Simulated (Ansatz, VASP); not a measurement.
Two plane-wave programs on LiCl

File POSCAR:

```
LiCl
1.0
    0.0000000000      2.5647700000      2.5647700000
    2.5647700000      0.0000000000      2.5647700000
    2.5647700000      2.5647700000      0.0000000000
Li Cl
1 1
Direct
    0.0000000000      0.0000000000      0.0000000000
    0.5000000000      0.5000000000      0.5000000000
```

INCAR.step1

```
SYSTEM = LiCl
PREC = Accurate ; ENCUT = 600
ISMEAR = 0 ; SIGMA = 0.02
LREAL = .False. ; LASPH = .True.
NELM = 60 ; GGA = PE
ALGO = Normal ; EDIFF = 1E-4
LWAVE = .True. ; LCHARG = .False.
```

INCAR.step2

```
SYSTEM = LiCl
PREC = Accurate ; ENCUT = 600
EDIFF = 1E-7 ; ISMEAR = 0
SIGMA = 0.02 ; LREAL = .False.
LASPH = .True. ; NELM = 60
ALGO = Normal ; ISIF = 3
LWAVE = .False. ; LCHARG = .False.
METAGGA = R2SCAN ; LMIXTAU = .True.
IBRION = 2 ; NSW = 100
EDIFFG = -0.005 ; ISTART = 1
```

The input KPOINTS:

```
Automatic mesh
0
Gamma
  8 8 8
  0 0 0
```

Input for Ansatz:

```yaml
crystal:
  lattice:
    - [0.0, 2.56477, 2.56477]
    - [2.56477, 0.0, 2.56477]
    - [2.56477, 2.56477, 0.0]
  atoms:
    - { symbol: Li, position: [0.0, 0.0, 0.0] }
    - { symbol: Cl, position: [0.5, 0.5, 0.5] }
basis:
  ecutwfc: 500
kpoints:
  mp_grid: { grid: [8, 8, 8] }
hamiltonian:
  xc: r2scan
scf:
  occupations: { method: gaussian, width: 0.02 }
output:
  forces: true
  stress: true
  eigenvalues: true
  write_density: true
  write_potential: true
  elf: true
  volumetric_format: npy
relax:
  adjacent_minimum: "off"
  f_tol: 0.005
  max_steps: 80
  cell: { stress_tol: 0.05 }
```

Alike in both runs: task relaxation of cell and atoms; functional r2SCAN; k mesh 8 × 8 × 8; occupations gaussian, width 0.02 eV; no spin polarisation.

|  | VASP | Ansatz |
| --- | --- | --- |
| version | VASP 6.6.1 | Ansatz 0.2.0 |
| potentials or method | VASP PAW PBE potentials, release 64 (Li_sv, Cl), cutoff 600 eV | scalar-relativistic, plane waves, PAW |
| valence electrons in the cell | 10 | 10 |

```tsv
	VASP	Ansatz	Ansatz less VASP
gap on the k mesh at the Fermi level, each at its own relaxed structure (eV)	7.46	7.29	-0.171
relaxed volume (Å³/atom)	16.46	16.70	+0.245
relaxed cell length with the largest relative difference (Å)	3.597	3.615	+0.0177
```

VASP's potentials were made for PBE, not for r2SCAN.

Noted on VASP's run: the cutoff is short for stress, so the pressure is rough.
